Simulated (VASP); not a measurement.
Set up this calculation in VASP 6.6.1, as the native input.

```yaml
Task: relaxation of cell and atoms
Functional: PBE
Potentials_or_basis: VASP PAW PBE potentials, release 64 (Pd)
Cutoff: 500 eV
k_mesh: 7 × 7 × 7
Occupations: fermi-dirac, width 0.05 eV
Spin: no spin polarisation
Dipole_correction: no
Further_INCAR_settings: ALGO = Normal; EDIFF = 1e-07; IBRION = 2; EDIFFG = -0.01; NSW = 80; ISIF = 3
```

The structure of Pd lies in POSCAR:

```
Pd
1.0
    0.0000000000      2.6750000000      2.6750000000
    2.6750000000      0.0000000000      2.6750000000
    2.6750000000      2.6750000000      0.0000000000
Pd
2
Direct
    1.0000000000      1.0000000000      1.0000000000
    0.2500000000      0.2500000000      0.2500000000
```

This isn't the form of Pd at room conditions, which is fcc.

One way to write it, as run:

INCAR

```
PREC = Accurate ; ENCUT = 500
EDIFF = 1E-7 ; ISMEAR = -1
SIGMA = 0.05 ; LREAL = F
LASPH = T ; NELM = 120
ALGO = Normal ; ISIF = 3
LWAVE = F ; LCHARG = F
GGA = PE ; IBRION = 2
NSW = 80 ; EDIFFG = -0.01
GGA_COMPAT = F ; NELMIN = 4
```

KPOINTS

```
Automatic mesh
0
Gamma
  7 7 7
```

Potentials or basis: VASP PAW PBE potentials, release 64 (Pd).

Run with:

```bash
$ cat potpaw_PBE.64/Pd/POTCAR > POTCAR
$ mpirun -np 1 vasp_std > vasp.out
```

Results of the run:

```json
{
 "Relaxed volume": "24.44 Å³/atom",
 "Relaxed cell": "a = 4.104 Å, b = 4.104 Å, c = 4.104 Å, α = 60.00°, β = 60.00°, γ = 60.00°",
 "Space group after relaxing (to 0.1 Å)": "Fd-3m (No. 227)",
 "Energy gained by relaxing": "392.7 meV/atom",
 "Ionic steps": "4",
 "Pressure after relaxing": "0.0 GPa",
 "Band gap on the k mesh": "zero (bands 10 and 11 overlap by 0.38 eV)"
}
```

Caveat: the volume moved by over 15 % at a fixed basis, so the end points are rough.

Wall time 40 s on 1 thread of Intel(R) Xeon(R) 6975P-C (Granite Rapids) (shared host), peak memory 0.15 GiB.
